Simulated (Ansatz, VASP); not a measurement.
## One calculation of Ga4P, two programs

```
Ga P
1.0
     4.71489    0.00000    0.00000
     0.00000    4.71489    0.00000
     0.00000    0.00000    4.71489
Ga P
4 1
Direct
  0.29713 0.29713 0.29713
  0.70287 0.70287 0.29713
  0.29713 0.70287 0.70287
  0.70287 0.29713 0.70287
  0.00000 0.00000 0.00000
```

Alike in both runs: task single point; functional PBE; k mesh 8 × 8 × 8; occupations gaussian, width 0.1 eV; no spin polarisation.

```csv
,VASP,Ansatz
version,VASP 6.6.1,Ansatz 0.2.0
potentials or method,"VASP PAW PBE potentials, release 64 (Ga_d, P), cutoff 520 eV","scalar-relativistic, plane waves, PAW"
valence electrons in the cell,57,57
```

```csv
,VASP,Ansatz,Ansatz less VASP
gap on the k mesh at the Fermi level (eV),none,none,-
pressure (GPa),0.1,0.0,-0.07
rms of the force components (eV/Å),0.003,0.000,-0.0032
```

Atom by atom the forces differ by 0.003 eV/Å (rms over components). A gap of «none» marks a metal or a gap that the smearing closes.
